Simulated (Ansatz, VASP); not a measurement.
# Two plane-wave programs on Al2Au

```xyz
3
Lattice="0.0000 3.0252 3.0252 3.0252 0.0000 3.0252 3.0252 3.0252 0.0000" Properties=species:S:1:pos:R:3 pbc="T T T"
Al    1.5126    1.5126    1.5126
Al    4.5378    4.5378    4.5378
Au    0.0000    0.0000    0.0000
```

Alike in both runs: functional r2SCAN; k mesh 10 × 10 × 10; occupations fermi-dirac, width 0.1 eV; no spin polarisation.

Ansatz relaxed the structure, and its values are those at the end. VASP's run is a single point on that final structure, the one shown.

```csv
,VASP,Ansatz
version,VASP 6.6.1,Ansatz 0.2.0
potentials or method,"VASP PAW PBE potentials, release 64 (Al, Au), cutoff 520 eV",PAW plane waves
valence electrons in the cell,17,25
```

```tsv
	VASP	Ansatz	Ansatz less VASP
pressure (GPa)	-2.5	-2.2	+0.30
```

VASP's potentials were made for PBE, not for r2SCAN. With one functional, cell and mesh, what is left measures potentials, basis and numerics. VASP's potentials hold 17 valence electrons a cell and Ansatz's 25, so a difference there can come from the potentials and not from the codes. Ansatz's warnings: stress scf threshold loose.

Spin-orbit coupling is off throughout.
